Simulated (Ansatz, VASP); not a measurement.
One calculation of WS2, two programs

```
W S
1.0
     3.08927    0.00000    0.00000
    -1.54464    2.67539    0.00000
     0.00000    0.00000   12.46677
W S
2 4
Direct
  0.33333 0.66667 0.25000
  0.66667 0.33333 0.75000
  0.33333 0.66667 0.62655
  0.66667 0.33333 0.12655
  0.33333 0.66667 0.87345
  0.66667 0.33333 0.37345
```

Alike in both runs: task single point; functional PBEsol; k mesh 12 × 12 × 2; occupations gaussian, width 0.05 eV; no spin polarisation.

```csv
,VASP,Ansatz
version,VASP 6.6.1,Ansatz 0.2.0
potentials or method,"VASP PAW PBE potentials, release 64 (W_sv, S), cutoff 520 eV","scalar-relativistic, plane waves, PAW"
valence electrons in the cell,52,52
```

Ansatz gave:

| Quantity | Value |
| --- | --- |
| gap on the k mesh at the Fermi level (eV) | 1.06 |
| least direct gap on the mesh (eV) | 1.99 |
| pressure (GPa) | 10.2 |
| traceless stress, the component that is largest in VASP (GPa) | 0.55 |
| rms of the force components (eV/Å) | 0.512 |

Q: What did VASP give for the same quantities?

A: gap on the k mesh at the Fermi level (eV): 1.07; least direct gap on the mesh (eV): 2.00; pressure (GPa): 10.4; traceless stress, the component that is largest in VASP (GPa): 0.57; rms of the force components (eV/Å): 0.521.

VASP's potentials were made for PBE, not for PBEsol, and Ansatz warns of the same on its side. Atom by atom the forces differ by 0.010 eV/Å (rms over components). With one functional, cell and mesh, what is left measures potentials, basis and numerics.

Spin-orbit coupling is off throughout.
